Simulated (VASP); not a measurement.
Write the native input for VASP 6.6.1 that does the following.

| Item | Value |
| --- | --- |
| Task | single point |
| Functional | PBE |
| Potentials or basis | VASP PAW PBE potentials, release 64 (Si, Sb, S) |
| Cutoff | 520 eV |
| k mesh | 6 × 6 × 6 |
| Occupations | gaussian, width 0.02 eV |
| Spin | no spin polarisation |
| Dipole correction | no |
| Further INCAR settings | ALGO = Normal; EDIFF = 1e-06; NBANDS = 38 |

The structure of SiSbS3 lies in POSCAR:

```
SiSbS3
1.0
    3.2409549541      1.8711662152      7.5343995320
   -3.2409549541      1.8711662152      7.5343995320
    0.0000000000     -3.7423324304      7.5343995320
Si Sb S
2 2 6
Direct
    0.9496869392      0.9496869392      0.9496869392
    0.0503130608      0.0503130608      0.0503130608
    0.3337478551      0.3337478551      0.3337478551
    0.6662521449      0.6662521449      0.6662521449
    0.9224278273      0.6031871686      0.2412514031
    0.6031871686      0.2412514031      0.9224278273
    0.2412514031      0.9224278273      0.6031871686
    0.3968128314      0.7587485969      0.0775721727
    0.7587485969      0.0775721727      0.3968128314
    0.0775721727      0.3968128314      0.7587485969
```

These files were run (other wordings do the same):

INCAR

```
SYSTEM = SiSbS3
PREC     = Accurate       ! precision mode
ENCUT    = 520            ! plane-wave cutoff, eV
EDIFF    = 1E-6           ! SCF threshold, eV
ISMEAR   = 0              ! smearing method
SIGMA    = 0.02           ! smearing width, eV
LREAL    = .False.        ! projectors in reciprocal space
LASPH    = .True.         ! aspherical terms in the spheres
NELM     = 80             ! most SCF steps
ALGO     = Normal         ! electronic algorithm
ISIF     = 2              ! what is computed and relaxed
LWAVE    = .False.        ! write WAVECAR
LCHARG   = .False.        ! write CHGCAR
GGA      = PE             ! functional
NBANDS   = 38             ! bands
```

KPOINTS

```
regular mesh
0
Gamma
  6 6 6
  0 0 0
```

Potentials or basis: VASP PAW PBE potentials, release 64 (Si, Sb, S).

Command:

```sh
$ cat potpaw_PBE.64/Si/POTCAR potpaw_PBE.64/Sb/POTCAR potpaw_PBE.64/S/POTCAR > POTCAR
$ mpirun -np 1 vasp_std > vasp.out
```

It gave:

```json
{"Pressure": "-0.2 GPa", "Largest force": "0.028 eV/Å", "Band gap on the k mesh": "1.28 eV (least direct gap 1.38 eV)"}
```

Caveat: spin-orbit coupling is left out, which moves the levels of the heavy elements.

It took 8.5 min on 1 thread of Intel(R) Xeon(R) Platinum 8559C (Emerald Rapids) (shared host), peak memory 0.76 GiB.
